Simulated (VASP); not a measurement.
GdN:

```xyz
4
Lattice="4.3248 0.0000 0.0000 0.0000 4.3248 0.0000 0.0000 0.0000 3.5938" Properties=species:S:1:pos:R:3 pbc="T T T"
Gd    2.1624    0.0000    0.8768
Gd    0.0000    2.1624    2.7171
N     0.0000    0.0000    0.0000
N     2.1624    2.1624    0.0000
```

Base run:

- Program: VASP 6.6.1
- Functional: PBE
- Potentials or basis: VASP PAW PBE potentials, release 64 (Gd, N)
- Cutoff: 520 eV
- k mesh: 4 × 4 × 6
- Occupations: gaussian, width 0.05 eV
- Spin: collinear spin, ferromagnetic start
- Starting moments: [7.56, 7.56, 0.0, 0.0] μB
- Hubbard terms: Gd f U = 6.0 eV

Its results: band gap on the k mesh 0.29 eV (least direct gap 0.61 eV); pressure 0.1 GPa; net moment 14.00 μB per cell; site moments Gd +6.86; N -0.08 μB; largest force 0.075 eV/Å.

Task: The run is repeated on the same cell with these changes: k mesh from 4 × 4 × 6 to 8 × 8 × 8; hubbard terms from Gd f U = 6.0 eV to Gd f U = 1.0 eV. What comes out?

Result: Band gap on the k mesh 0.30 eV (least direct gap 0.57 eV); pressure -1.1 GPa; net moment 14.00 μB per cell; site moments Gd +6.79; N -0.05 μB; largest force 0.023 eV/Å.

Several settings changed at once.

Caveats: spin-orbit coupling is left out, which moves the levels of the heavy elements.

A k mesh can miss the band edges.
